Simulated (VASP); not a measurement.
Here is a VASP 6.6.1 calculation.

The input INCAR:

```
SYSTEM = TiCo
ALGO = Fast ; EDIFF = 1E-7
ENCUT = 520 ; GGA = PS
ISIF = 2 ; ISMEAR = 0
ISPIN = 2 ; LASPH = .True.
LCHARG = .True. ; LELF = .True.
LMAXMIX = 4 ; LORBIT = 11
LREAL = .False. ; LVHAR = .True.
LWAVE = .False. ; MAGMOM = 0 0.75
NBANDS = 22 ; NELM = 150
PREC = Accurate ; SIGMA = 0.15
```

The input KPOINTS:

```
k-points
0
Gamma
  20 20 20
  0 0 0
```

POSCAR

```
TiCo
1.0
    2.9385037636      0.0000000000      0.0000000000
    0.0000000000      2.9385037636      0.0000000000
    0.0000000000      0.0000000000      2.9385037636
Ti Co
1 1
Direct
    0.0000000000      0.0595541180      0.0000000000
    0.5000000000      0.4516286701      0.5000000000
```

Potentials or basis: VASP PAW PBE potentials, release 64 (Ti_sv, Co).

The run is started by

```console
$ cat potpaw_PBE.64/Ti_sv/POTCAR potpaw_PBE.64/Co/POTCAR > POTCAR
$ mpirun -np 1 vasp_std > vasp.out
```

(1) Predict the largest force.

(2) Predict the net moment.

Answers

(1) 1.348 eV/Å.

(2) 0.00 μB per cell.

Caveat: the cell differs from its parent crystal (atoms displaced along a vibrational mode); the moments typed at the start vanished in this run; the PAW data sets were made with another functional, which shifts forces and pressure a little.
